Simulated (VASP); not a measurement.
# RbIr3 (Pm-3m) in VASP: relaxation of cell and atoms with PBE

Aim: the relaxation of cell and atoms of RbIr3 with PBE.

Program: VASP 6.6.1. These are calculated values, not measurements. Logs are shortened: lines on timing, memory, paths and dates and some standing lists are left out, and cuts for length are marked.

## (1) The cell of the first run

It takes space group Pm-3m (No. 221, cubic). The conventional cell has a = 4.156 Å, b = 4.156 Å, c = 4.156 Å, α = 90.00°, β = 90.00°, γ = 90.00°. Rb (site symmetry m-3m) has 12 Ir at 2.94 Å within 3.9 Å. Ir (site symmetry 4/mmm) has 4 Rb at 2.94 Å and 8 Ir at 2.94 Å within 3.9 Å.

The cell was generated, and may not be a known phase.

## (2) Relaxation of cell and atoms, PBE

INCAR

```
SYSTEM = RbIr3
ALGO = Fast
EDIFF = 1E-7
EDIFFG = -0.01
ENCUT = 600
GGA = PE
IBRION = 2
ISIF = 3
ISMEAR = 0
LASPH = .TRUE.
LCHARG = .FALSE.
LREAL = .FALSE.
LWAVE = .FALSE.
NELM = 100
NSW = 100
PREC = Accurate
SIGMA = 0.1
```

KPOINTS

```
k-points
0
G
  12 12 12
  0 0 0
```

POSCAR

```
RbIr3
1.0
    4.1561508918      0.0000000000      0.0000000000
    0.0000000000      4.1561508918      0.0000000000
    0.0000000000      0.0000000000      4.1561508918
Rb Ir
1 3
Direct
    0.0000000000      0.0000000000      0.0000000000
    0.5000000000      0.0000000000      0.5000000000
    0.0000000000      0.5000000000      0.5000000000
    0.5000000000      0.5000000000      0.0000000000
```

Potentials or basis: VASP PAW PBE potentials, release 64 (Rb_sv, Ir).

Run with:

```
$ cat potpaw_PBE.64/Rb_sv/POTCAR potpaw_PBE.64/Ir/POTCAR > POTCAR
$ mpirun -np 1 vasp_std > vasp.out
```

OUTCAR:

```text
SYSTEM = RbIr3
   EDIFF = 1E-7
   EDIFFG = -0.01
   ENCUT = 600
   GGA = PE
   IBRION = 2
   ISIF = 3
   ISMEAR = 0
   LASPH = .TRUE.
   LREAL = .FALSE.
   NELM = 100
   NSW = 100
   PREC = Accurate

 ion  position               nearest neighbor table
   1  0.000  0.000  0.000-   2 2.94   3 2.94   4 2.94   2 2.94   3 2.94   3 2.94   4 2.94   3 2.94
                             2 2.94   4 2.94   2 2.94   4 2.94
   2  0.500  0.000  0.500-   1 2.94   3 2.94   4 2.94   1 2.94   4 2.94   3 2.94   4 2.94   4 2.94
                             1 2.94   3 2.94   1 2.94   3 2.94
   3  0.000  0.500  0.500-   1 2.94   2 2.94   4 2.94   1 2.94   4 2.94   1 2.94   2 2.94   1 2.94
                             2 2.94   4 2.94   4 2.94   2 2.94
   4  0.500  0.500  0.000-   1 2.94   2 2.94   3 2.94   2 2.94   3 2.94   1 2.94   2 2.94   2 2.94
                             1 2.94   3 2.94   3 2.94   1 2.94

  LATTYP: Found a simple cubic cell.
 ALAT       =     4.1561508918

  Lattice vectors:

 A1 = (   4.1561508918,   0.0000000000,   0.0000000000)
 A2 = (   0.0000000000,   4.1561508918,   0.0000000000)
 A3 = (   0.0000000000,   0.0000000000,   4.1561508918)

Analysis of symmetry for initial positions (statically):
=====================================================================
 Subroutine PRICEL returns:
 Original cell was already a primitive cell.

 Routine SETGRP: Setting up the symmetry group for a
 simple cubic supercell.

 Subroutine GETGRP returns: Found 48 space group operations
 (whereof 48 operations were pure point group operations)
 out of a pool of 48 trial point group operations.

The static configuration has the point symmetry O_h .

Analysis of symmetry for dynamics (positions and initial velocities):
=====================================================================
 Subroutine PRICEL returns:
 Original cell was already a primitive cell.

 Routine SETGRP: Setting up the symmetry group for a
 simple cubic supercell.

 Subroutine GETGRP returns: Found 48 space group operations
 (whereof 48 operations were pure point group operations)
 out of a pool of 48 trial point group operations.

The dynamic configuration has the point symmetry O_h .

 Subroutine INISYM returns: Found 48 space group operations
 (whereof 48 operations are pure point group operations),
 and found     1 'primitive' translations

----------------------------------------------------------------------------------------

                                     Primitive cell

  volume of cell :      71.7916

  direct lattice vectors                    reciprocal lattice vectors
     4.156150892  0.000000000  0.000000000     0.240607241  0.000000000  0.000000000
     0.000000000  4.156150892  0.000000000     0.000000000  0.240607241  0.000000000
     0.000000000  0.000000000  4.156150892     0.000000000  0.000000000  0.240607241

  length of vectors
     4.156150892  4.156150892  4.156150892     0.240607241  0.240607241  0.240607241

  position of ions in fractional coordinates (direct lattice)
     0.000000000  0.000000000  0.000000000
     0.500000000  0.000000000  0.500000000
     0.000000000  0.500000000  0.500000000
     0.500000000  0.500000000  0.000000000

  ion indices of the primitive-cell ions
   primitive index   ion index
                 1           1
                 2           2
                 3           3
                 4           4

----------------------------------------------------------------------------------------

 KPOINTS: k-points

Automatic generation of k-mesh.
 Grid dimensions read from file:
 generate k-points for:   12   12   12

 Generating k-lattice:

  Cartesian coordinates                     Fractional coordinates (reciprocal lattice)
     0.020050603  0.000000000  0.000000000     0.083333333  0.000000000  0.000000000
     0.000000000  0.020050603  0.000000000     0.000000000  0.083333333  0.000000000
     0.000000000  0.000000000  0.020050603     0.000000000  0.000000000  0.083333333

  Length of vectors
     0.020050603  0.020050603  0.020050603

  Shift w.r.t. Gamma in fractional coordinates (k-lattice)
     0.000000000  0.000000000  0.000000000

 Subroutine IBZKPT returns following result:
 ===========================================

 Found     84 irreducible k-points:

 Following reciprocal coordinates:
            Coordinates               Weight
  0.000000  0.000000  0.000000      1.000000
  0.083333  0.000000  0.000000      6.000000
  0.166667  0.000000  0.000000      6.000000
  0.250000  0.000000  0.000000      6.000000
  0.333333  0.000000  0.000000      6.000000
  0.416667  0.000000  0.000000      6.000000
[... 16 lines left out ...]
  0.333333  0.333333  0.000000     12.000000
  0.416667  0.333333  0.000000     24.000000
 [... further k-points ...]
   k-points           NKPTS =     84   k-points in BZ     NKDIM =     84   number of bands    NBANDS=     22
   number of dos      NEDOS =    301   number of ions     NIONS =      4
   total plane-waves  NPLWV =  46656
   dimension x,y,z NGX =    36 NGY =   36 NGZ =   36
   dimension x,y,z NGXF=    72 NGYF=   72 NGZF=   72
   ions per type =               1   3
   NGX,Y,Z   is equivalent  to a cutoff of  14.40, 14.40, 14.40 a.u.
   NGXF,Y,Z  is equivalent  to a cutoff of  28.80, 28.80, 28.80 a.u.
 SYSTEM =  RbIr3
   PREC   = accura    normal or accurate (medium, high low for compatibility)
   ISTART =      0    job   : 0-new  1-cont  2-samecut
   ICHARG =      2    charge: 1-file 2-atom 10-const
   ISPIN  =      1    spin polarized calculation?
   LNONCOLLINEAR =      F non collinear calculations
   LSORBIT =      F    spin-orbit coupling
   LASPH  =      T    aspherical Exc in radial PAW
   ENCUT  =  600.0 eV  44.10 Ry    6.64 a.u.   8.30  8.30  8.30*2*pi/ulx,y,z
   NELM   =    100;   NELMIN=  2; NELMDL= -5     # of ELM steps
   EDIFF  = 0.1E-06   stopping-criterion for ELM
   LREAL  =      F    real-space projection
   EDIFFG = -.1E-01   stopping-criterion for IOM
   NSW    =    100    number of steps for IOM
   IBRION =      2    ionic relax: 0-MD 1-quasi-New 2-CG
   NFREE  =      1    steps in history (QN), initial steepest desc. (CG)
   ISIF   =      3    stress and relaxation
   ISYM   =      2    0-nonsym 1-usesym 2-fastsym
   POTIM  = 0.5000    time-step for ionic-motion
   TEBEG  =    0.0;   TEEND  =   0.0 temperature during run
   PSTRESS=    0.0 pullay stress
   NELECT =      36.0000    total number of electrons
   NUPDOWN=      -1.0000    fix difference up-down
   EMIN   =  10.00;   EMAX   =-10.00  energy-range for DOS
   EFERMI =   0.00;   METHOD = LEGACY
   ISMEAR =     0;   SIGMA  =   0.10  broadening in eV -4-tet -1-fermi 0-gaus
   EFERMI_NEDOS =   21; number of points for ismear=-14 and -15
   IALGO  =     68    algorithm
   IMIX   =      4    mixing-type and parameters
     AMIX     =   0.40;   BMIX     =  1.00
     AMIX_MAG =   1.60;   BMIX_MAG =  1.00
  volume/ion in A,a.u.               =      17.95       121.12
  Fermi-wavevector in a.u.,A,eV,Ry     =   1.300622  2.457819 23.015847  1.691617
  Thomas-Fermi vector in A             =   2.431809
   LORBIT       =      0    0 simple, 1 ext, 2 COOP (PROOUT), +10 PAW based schemes
   GGA     = PE    functional components
   LHFCALC =     F    Hartree Fock is set to
   AEXX    =    0.0000 exact exchange contribution
   IVDW    =     0    specifies the selected vdW correction
   LEPSILON=     F    determine dielectric tensor
   LRPA    =     F    only Hartree local field effects (RPA)
 conjugate gradient relaxation of ions
 non-spin polarized calculation
 RMM-DIIS sequential band-by-band and
 Gauss-broadening in eV      SIGMA  =   0.10
  energy-cutoff  :      600.00
  volume of cell :       71.79
 maximum number of plane-waves:      2440
 NGX is ok and might be reduce to    36
   NGX = 17   NGY = 17   NGZ = 17

--------------------------------------- Ionic step        1  -------------------------------------------

 number of electron      36.0000005 magnetization

 Free energy of the ion-electron system (eV)
  ---------------------------------------------------
  ext. energy  EPLUGINS =         0.00000000
  ---------------------------------------------------
  free energy    TOTEN  =       -20.97662620 eV

  energy without entropy =      -20.94761748  energy(sigma->0) =      -20.96212184

------------------------ aborting loop because EDIFF is reached ----------------------------------------

  FORCE on cell =-STRESS in cart. coord.  units (eV):
  Direction    XX          YY          ZZ          XY          YZ          ZX
  --------------------------------------------------------------------------------------
  -------------------------------------------------------------------------------------
  Total        0.2632539      0.2632539      0.2632539      0.0000000      0.0000000      0.0000000
  in kB        5.8750487      5.8750487      5.8750487      0.0000000      0.0000000      0.0000000
  external PRESSURE =       5.8750487 kB  Pullay stress =       0.0000000 kB
[... 61 lines left out ...]
  energy  without entropy=      -20.9469056277  energy(sigma->0) =      -20.96163431

--------------------------------------- Ionic step        3  -------------------------------------------

 number of electron      36.0000005 magnetization

 Free energy of the ion-electron system (eV)
  ---------------------------------------------------
  ext. energy  EPLUGINS =         0.00000000
  ---------------------------------------------------
  free energy    TOTEN  =       -20.97719191 eV

  energy without entropy =      -20.94798402  energy(sigma->0) =      -20.96258797

 E-fermi :   5.5385     XC(G=0): -12.2256

 val. band max:        5.5330114065   @ k =   0.4167   0.3333   0.3333
 cond. band min:       5.5389599095   @ k =   0.2500   0.0833   0.0833
 fundamental gap:      0.0059485031
 Fermi energy:         5.5384957906

 k-point     1 :       0.0000    0.0000    0.0000
  band No.  band energies     occupation
      1     -19.5839      2.00000
      2      -3.9933      2.00000
      3      -3.9933      2.00000
      4      -3.9933      2.00000
      5      -1.2818      2.00000
      6       1.4663      2.00000
[... 574 lines left out ...]
      6       2.4007      2.00000
[... 14 lines left out ...]
     21       6.3774      0.00000
     22       8.8726      0.00000

 [... further k-points ...]

------------------------ aborting loop because EDIFF is reached ----------------------------------------

  FORCE on cell =-STRESS in cart. coord.  units (eV):
  Direction    XX          YY          ZZ          XY          YZ          ZX
  --------------------------------------------------------------------------------------
  -------------------------------------------------------------------------------------
  Total        0.0017419      0.0017419      0.0017419      0.0000000     -0.0000000      0.0000000
  in kB        0.0387078      0.0387078      0.0387078      0.0000000     -0.0000000      0.0000000
  external PRESSURE =       0.0387078 kB  Pullay stress =       0.0000000 kB
[... 19 lines left out ...]
  FREE ENERGIE OF THE ION-ELECTRON SYSTEM (eV)
  ---------------------------------------------------
  free  energy   TOTEN  =       -20.9771919141 eV

  energy  without entropy=      -20.9479840184  energy(sigma->0) =      -20.96258797

 reached required accuracy - stopping structural energy minimisation
```

Wall time 7.4 min (1 thread of Intel Xeon Platinum 8488C (Sapphire Rapids), shared host); peak memory 0.32 GiB.

Results:

* Free energy: -20.9772 eV
* Relaxed volume: 18.03 Å³/atom
* Relaxed cell: a = 4.162 Å, b = 4.162 Å, c = 4.162 Å, α = 90.00°, β = 90.00°, γ = 90.00°
* Space group after relaxing (to 0.1 Å): Pm-3m (No. 221)
* Energy gained by relaxing: 0.1 meV/atom
* Ionic steps: 3
* Pressure after relaxing: 0.0 GPa
* Band gap on the k mesh: zero (bands 18 and 19 overlap by 1.92 eV)

Step by step:
```tsv
step	energy change (eV)	largest force (eV/Å)	pressure (GPa)	volume (Å³)
1	0.0000	0.0000	0.59	71.79
2	0.0003	0.0000	-0.70	72.48
3	-0.0006	0.0000	0.00	72.10
```

Final structure:
```yaml
crystal:
  lattice:
    - [4.16210, 0.00000, 0.00000]
    - [0.00000, 4.16210, 0.00000]
    - [0.00000, 0.00000, 4.16210]
  atoms:
    - { symbol: Rb, position: [0.00000, 0.00000, 0.00000] }
    - { symbol: Ir, position: [0.50000, 0.00000, 0.50000] }
    - { symbol: Ir, position: [0.00000, 0.50000, 0.50000] }
    - { symbol: Ir, position: [0.50000, 0.50000, 0.00000] }
```

Levels at points of the mesh, in eV from the Fermi level:
| k point | band 16 | band 17 | band 18 | band 19 | band 20 | band 21 |
| --- | --- | --- | --- | --- | --- | --- |
| (0.00, 0.00, 0.00) | 0.29 | 1.29 | 1.62 | 1.62 | 1.62 | 4.52 |
| (0.50, 0.00, 0.00) | -0.54 | -0.27 | -0.12 | -0.12 | 0.47 | 1.63 |
| (0.50, 0.50, 0.00) | -0.69 | -0.53 | -0.53 | -0.29 | -0.07 | 1.51 |
| (0.50, 0.50, 0.50) | -0.33 | 0.23 | 1.27 | 1.27 | 1.27 | 4.26 |

Caveat: spin-orbit coupling is left out, which moves the levels of the heavy elements.
